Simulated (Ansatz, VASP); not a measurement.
## Fe: VASP beside Ansatz

```xyz
1
Lattice="-1.4815 1.4342 1.4590 1.4675 -1.4310 1.4417 1.4535 1.4030 -1.4557" Properties=species:S:1:pos:R:3 pbc="T T T"
Fe   -0.0126   -0.0290   -0.0073
```

Change from the starting cell: cell strained at random at fixed volume.

Alike in both runs: task single point; functional PBE; k mesh 13 × 13 × 13; occupations fermi-dirac, width 0.05 eV; collinear spin.

|  | VASP | Ansatz |
| --- | --- | --- |
| version | VASP 6.6.1 | Ansatz 0.2.0 |
| potentials or method | VASP PAW PBE potentials, release 64 (Fe), cutoff 520 eV | all-electron LAPW, scalar-relativistic |

VASP gave:

```
gap on the k mesh at the Fermi level (eV)                     : none
pressure (GPa)                                                : -8.9
traceless stress, the component that is largest in VASP (GPa) : 1.50
net moment per atom (μB)                                      : 2.29
size of the moment on the site where the two differ most (μB) : 2.30
```

Task: What did Ansatz give for the same quantities?

Result: gap on the k mesh at the Fermi level (eV): none; pressure (GPa): -9.6; traceless stress, the component that is largest in VASP (GPa): 1.62; net moment per atom (μB): 2.24; size of the moment on the site where the two differ most (μB): 2.31.

Site moments also hang on the region over which each program counts them. A gap of «none» marks a metal or a gap that the smearing closes. Ansatz ran all-electron here, and VASP with PAW potentials.
